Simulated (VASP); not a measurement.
**Ba: relaxation of cell and atoms with LDA**

The system is Ba.

```xyz
1
Lattice="4.1225 0.0000 0.0000 -2.0613 3.5702 0.0000 0.0000 0.0000 3.8752" Properties=species:S:1:pos:R:3 pbc="T T T"
Ba    0.0000    0.0000    0.0000
```

This isn't the form of Ba at room conditions, which is bcc.

- Program: VASP 6.6.1
- Task: relaxation of cell and atoms
- Functional: LDA
- Potentials or basis: VASP PAW LDA potentials, release 64 (Ba_sv)
- Cutoff: 600 eV
- k mesh: 11 × 11 × 10
- Occupations: fermi-dirac, width 0.1 eV
- Spin: no spin polarisation
- Target pressure: -0.15 GPa
- Dipole correction: no
- Further INCAR settings: ALGO = Normal; EDIFF = 1e-06; IBRION = 2; EDIFFG = -0.005; NSW = 60; ISIF = 3

| Quantity | Value |
| --- | --- |
| Relaxed volume | 53.64 Å³/atom |
| Relaxed cell | a = 4.053 Å, b = 4.053 Å, c = 3.770 Å, α = 90.00°, β = 90.00°, γ = 120.00° |
| Space group after relaxing (to 0.1 Å) | P6/mmm (No. 191) |
| Energy change on relaxing (the run minimises the enthalpy) | -9.0 meV/atom |
| Ionic steps | 4 |
| Pressure after relaxing | -0.2 GPa |
| Band gap on the k mesh | zero (bands 5 and 6 overlap by 0.67 eV) |

The path:
| step | energy change (eV) | largest force (eV/Å) | pressure (GPa) | volume (Å³) |
| --- | --- | --- | --- | --- |
| 1 | 0.0000 | 0.0000 | -0.66 | 57.04 |
| 2 | -0.0053 | 0.0000 | -0.45 | 55.56 |
| 3 | -0.0093 | 0.0000 | -0.10 | 53.33 |
| 4 | -0.0090 | 0.0000 | -0.15 | 53.64 |

Final structure:
```xyz
1
Lattice="4.0530 0.0000 0.0000 -2.0265 3.5100 0.0000 0.0000 0.0000 3.7704" Properties=species:S:1:pos:R:3 pbc="T T T"
Ba    0.0000    0.0000    0.0000
```

Levels at points of the mesh, in eV from the Fermi level:
```tsv
k point	band 3	band 4	band 5	band 6	band 7	band 8
(0.00, 0.00, 0.00)	-13.60	-13.53	-2.75	-0.08	1.83	1.83
(0.00, 0.00, 0.50)	-13.49	-13.49	-0.81	1.08	2.47	2.47
```

Wall time 2.2 min on 1 thread of Intel(R) Xeon(R) Platinum 8488C (Sapphire Rapids), with other jobs on the host, peak memory 0.21 GiB.

Caveat: the cell is relaxed towards a set pressure, so the run minimises the enthalpy, not the energy; spin-orbit coupling is left out, which moves the levels of the heavy elements.
